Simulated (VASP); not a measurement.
Runs of VASP 6.6.1 on Mo. The structure is that of space group Im-3m (No. 229), or close to it. The cells are those of the table. 

```tsv
cell	k mesh	gap on the mesh (eV)	pressure (GPa)
a = 2.751 Å, angles 109.5°, 1 atom	14 × 14 × 14	none	0.5
a = 2.676 Å, angles 109.5°, 1 atom	23 × 23 × 23	none	24.8
a = 2.751 Å, angles 109.5°, 1 atom	23 × 23 × 23	none	(a)
a = 2.637 Å, angles 109.5°, 1 atom	23 × 23 × 23	none	(b)
a = 2.788 Å, angles 109.5°, 1 atom	23 × 23 × 23	none	-8.9
```

Alike in all rows: task single point; level RPBE; potentials or basis VASP PAW PBE potentials, release 64 (Mo_sv); no spin polarisation; cutoff (eV) 520; smearing fermi-dirac 0.1 eV.

Q: Fill in the values left out.

A: (a) 0.1; (b) 41.6.

Caveats: the PAW data sets were made with another functional, which shifts forces and pressure a little.

A k mesh can miss the band edges, and the runs leave out spin-orbit coupling on Mo.

A gap of «none» marks levels without a gap at the run's occupations.
